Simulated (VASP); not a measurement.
ZnOs3: single point with PBE

The system is ZnOs3.

```
CELL_PARAMETERS angstrom
3.86026 0.00000 0.00000
0.00000 3.86026 0.00000
0.00000 0.00000 3.86026
ATOMIC_POSITIONS crystal
Zn 0.00000 0.00000 0.00000
Os 0.00000 0.50000 0.50000
Os 0.50000 0.00000 0.50000
Os 0.50000 0.50000 0.00000
```

- Program: VASP 6.6.1
- Task: single point
- Functional: PBE
- Potentials or basis: VASP PAW PBE potentials, release 64 (Zn, Os)
- Cutoff: 520 eV
- k mesh: 4 × 4 × 4
- Occupations: gaussian, width 0.1 eV
- Spin: no spin polarisation
- Dipole correction: no
- Further INCAR settings: ALGO = Normal; EDIFF = 1e-06; NBANDS = 26

- Pressure: 0.2 GPa
- Band gap on the k mesh: zero (band 18 reaches 8.60 eV, above the bottom of band 19 at 6.82 eV)

Levels at points of the mesh, in eV from the Fermi level:
```csv
k point,band 16,band 17,band 18,band 19,band 20,band 21
"(0.00, 0.00, 0.00)",1.16,1.16,1.23,1.23,1.23,2.53
"(0.50, 0.00, 0.00)",-1.32,-1.17,-0.56,-0.56,-0.38,1.31
"(0.50, 0.50, 0.00)",-1.18,-1.18,-1.12,-0.42,0.03,0.31
"(0.50, 0.50, 0.50)",-0.73,-0.73,-0.73,-0.05,0.32,0.32
```

It took 29 s on 1 thread of AMD EPYC 7R13, on a shared host, peak memory 0.14 GiB.

Caveat: the k points lie up to 0.41 Å⁻¹ apart; spin-orbit coupling is left out, which moves the levels of the heavy elements.
